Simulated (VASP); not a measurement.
**Se: electric field gradients with PBE**

Crystal: Se.

```xyz
3
Lattice="4.2663 0.0000 0.0000 -2.1331 3.6947 0.0000 0.0000 0.0000 4.8484" Properties=species:S:1:pos:R:3 pbc="T T T"
Se    0.9258    0.0000    0.8081
Se   -0.4629    0.8017    4.0403
Se    1.6702    2.8929    2.4242
```

| Item | Value |
| --- | --- |
| Program | VASP 6.6.1 |
| Task | electric field gradients |
| Functional | PBE |
| Potentials or basis | VASP PAW PBE potentials, release 64 (Se) |
| Cutoff | 520 eV |
| k mesh | 8 × 8 × 6 |
| Occupations | fermi-dirac, width 0.03 eV |
| Spin | no spin polarisation |
| Dipole correction | no |
| Further INCAR settings | ALGO = Normal; EDIFF = 1e-08; NBANDS = 16 |

```yaml
Pressure: 10.7 GPa
Largest_force: 2.028 eV/Å
Band_gap_on_the_k_mesh: 1.16 eV (least direct gap 1.24 eV)
Largest_electric_field_gradient_by_atom: Se -475.0 V/Å²
```

Forces in eV/Å, atoms in the order of the input:
```
Se   2.028  0.000  0.000
Se  -1.014  1.756  0.000
Se  -1.014 -1.756  0.000
```

Stress tensor (GPa, compression positive):
```
 8.69  0.00  0.00
 0.00  8.69  0.00
 0.00  0.00 14.66
```

Levels at points of the mesh, in eV from the valence-band top:
```csv
k point,band 5,band 6,band 7,band 8,band 9,band 10,band 11,band 12,band 13,band 14
"(0.00, 0.00, 0.00)",-4.20,-4.13,-2.48,-2.48,-0.52,2.12,2.12,2.43,6.10,6.20
"(0.50, 0.00, 0.00)",-5.18,-3.79,-3.22,-2.16,-1.22,2.09,2.66,4.61,5.16,7.60
"(0.00, 0.00, 0.50)",-3.75,-3.75,-1.81,-1.81,-1.40,1.23,1.36,1.36,5.87,7.21
"(0.50, 0.00, 0.50)",-4.95,-4.68,-2.13,-1.65,0.00,1.61,2.83,3.29,6.17,7.84
```

Electric field gradients, principal values (V/Å²):
| atom | least | middle | greatest (by size) |
| --- | --- | --- | --- |
| 1 Se | 138.363 | 336.627 | -474.990 |
| 2 Se | 138.363 | 336.627 | -474.990 |
| 3 Se | 138.363 | 336.627 | -474.990 |

Wall time 46 s on 1 thread of Intel Xeon 6975P-C, on a shared host, peak memory 0.2 GiB.

Caveat: the stress differs along the axes, from 9 to 15 GPa; without QUAD_EFG the Cq values of the log hold for a quadrupole moment of 1 mb, not for the nuclei; forces of over 1 eV/Å act on the atoms, so gaps and moduli don't describe the material at rest. A k mesh can miss the band edges.
